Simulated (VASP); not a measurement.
Input of a VASP 6.6.1 run:

File INCAR:

```
SYSTEM = ZnO
  ALGO = Normal
  EDIFF = 1E-6
  ENCUT = 520
  GGA = CA
  ISIF = 2
  ISMEAR = -1
  LASPH = .TRUE.
  LCHARG = .FALSE.
  LREAL = .FALSE.
  LWAVE = .FALSE.
  NBANDS = 26
  NELM = 100
  PREC = Accurate
  SIGMA = 0.01
```

Contents of KPOINTS:

```
k-points
0
G
  8 8 5
  0 0 0
```

File POSCAR:

```
ZnO
1.0
    3.2709185479      0.0000000000      0.0000000000
   -1.6354592739      2.8326985562      0.0000000000
    0.0000000000      0.0000000000      5.2382632560
Zn O
2 2
Direct
    0.3333333333      0.6666666667      0.0000000000
    0.6666666667      0.3333333333      0.5000000000
    0.3333333333      0.6666666667      0.3821000000
    0.6666666667      0.3333333333      0.8821000000
```

Potentials or basis: VASP PAW LDA potentials, release 64 (Zn, O).

Command:

```bash
$ cat potpaw_LDA.64/Zn/POTCAR potpaw_LDA.64/O/POTCAR > POTCAR
$ mpirun -np 1 vasp_std > vasp.out
```

Predict the band gap on the k mesh.

0.71 eV, direct.

What does it give for the pressure?

-8.6 GPa.

What does it give for the largest force?

0.040 eV/Å.

Forces in eV/Å, atoms in the order of the input:
```
Zn   0.000  0.000  0.040
Zn   0.000  0.000  0.040
O    0.000  0.000 -0.040
O    0.000  0.000 -0.040
```
